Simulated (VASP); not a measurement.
Set up this calculation in VASP 6.6.1, as the native input.

| Item | Value |
| --- | --- |
| Task | single point |
| Functional | PBE |
| Potentials or basis | VASP PAW PBE potentials, release 64 (Zn, As) |
| Cutoff | 520 eV |
| k mesh | 5 × 5 × 5 |
| Occupations | fermi-dirac, width 0.1 eV |
| Spin | no spin polarisation |
| Dipole correction | no |
| Further INCAR settings | ALGO = Fast; EDIFF = 1e-07; NBANDS = 22 |

The structure of Zn2As lies in POSCAR:

```
Zn2As
1.0
    2.3509165600      1.3573023100      2.8968634200
   -2.3509165600      1.3573023100      2.8968634200
    0.0000000000     -2.7146046100      2.8968634200
Zn As
2 1
Direct
    0.8649630000      0.8595810000      0.8587330000
    0.1214310000      0.1448680000      0.1248240000
    0.4932990000      0.4998150000      0.4950210000
```

One way to write it, as run:

INCAR

```
SYSTEM = Zn2As
PREC = Accurate ; ENCUT = 520
EDIFF = 1E-7 ; ISMEAR = -1
SIGMA = 0.1 ; LREAL = .FALSE.
LASPH = .TRUE. ; NELM = 60
ALGO = Fast ; ISIF = 2
LWAVE = .FALSE. ; LCHARG = .TRUE.
GGA = PE ; LELF = .TRUE.
LVHAR = .TRUE. ; NBANDS = 22
```

KPOINTS

```
regular mesh
0
G
  5 5 5
  0 0 0
```

Potentials or basis: VASP PAW PBE potentials, release 64 (Zn, As).

Launch:

```bash
$ cat potpaw_PBE.64/Zn/POTCAR potpaw_PBE.64/As/POTCAR > POTCAR
$ mpirun -np 1 vasp_std > vasp.out
```

Results of the run:

* Pressure: 1.4 GPa
* Largest force: 1.270 eV/Å

Caveat: forces of over 1 eV/Å act on the atoms, so gaps and moduli don't describe the material at rest.

It took 43 s on 1 thread of AMD EPYC 9R45 96-Core Processor (Zen 5), on a shared host, peak memory 0.18 GiB.
